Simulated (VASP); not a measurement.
The system is Mg2Cd3Te.

```xyz
6
Lattice="5.9881 0.0000 0.0000 -2.9941 5.1859 0.0000 0.0000 0.0000 4.2059" Properties=species:S:1:pos:R:3 pbc="T T T"
Mg    2.9941    1.7286    4.0508
Mg    0.0000    3.4572    4.0508
Cd    1.4970    2.5929    1.9327
Cd    2.9941    0.0000    1.9327
Cd   -1.4970    2.5929    1.9327
Te    0.0000    0.0000    3.7382
```

The cell was built from a structure type or drawn by symmetry, and may not be a known phase.

- Program: VASP 6.6.1
- Task: relaxation of cell and atoms
- Functional: PBE
- Potentials or basis: VASP PAW PBE potentials, release 64 (Mg, Cd, Te)
- Cutoff: 600 eV
- k mesh: 3 × 3 × 4
- Occupations: gaussian, width 0.1 eV
- Spin: no spin polarisation

At the start: pressure 10.5 GPa; volume 21.77 Å³/atom.

Task: How do energy, volume and symmetry change on relaxing?

Result: Over 7 steps the energy falls by 165.1 meV/atom and the volume is 26.14 Å³/atom (+20.1 %); space group P6mm (No. 183, to 0.1 Å) before and after.

Step by step:
| step | energy change (eV) | largest force (eV/Å) | pressure (GPa) | volume (Å³) |
| --- | --- | --- | --- | --- |
| 1 | 0.0000 | 0.0845 | 10.52 | 130.61 |
| 2 | -0.9270 | 0.0189 | -0.41 | 159.36 |
| 3 | -0.9272 | 0.0213 | -0.59 | 160.22 |
| 4 | -0.9677 | 0.0168 | -0.37 | 158.83 |
| 5 | -0.9904 | 0.0471 | 0.02 | 156.76 |
| 6 | -0.9904 | 0.0483 | 0.04 | 156.67 |
| 7 | -0.9909 | 0.0271 | 0.00 | 156.84 |

Final structure:
```
Mg Cd Te
1.0
     6.11718    0.00000    0.00000
    -3.05859    5.29764    0.00000
     0.00000    0.00000    4.83991
Mg Cd Te
2 3 1
Direct
  0.66667 0.33333 0.96273
  0.33333 0.66667 0.96273
  0.50000 0.50000 0.45955
  0.50000 0.00000 0.45955
  0.00000 0.50000 0.45955
  0.00000 0.00000 0.88952
```

Caveat: the k points lie up to 0.40 Å⁻¹ apart in the final cell, too coarse for converged energies and pressures of a metal; the volume moved by over 15 % at a fixed basis, so the end points are rough.
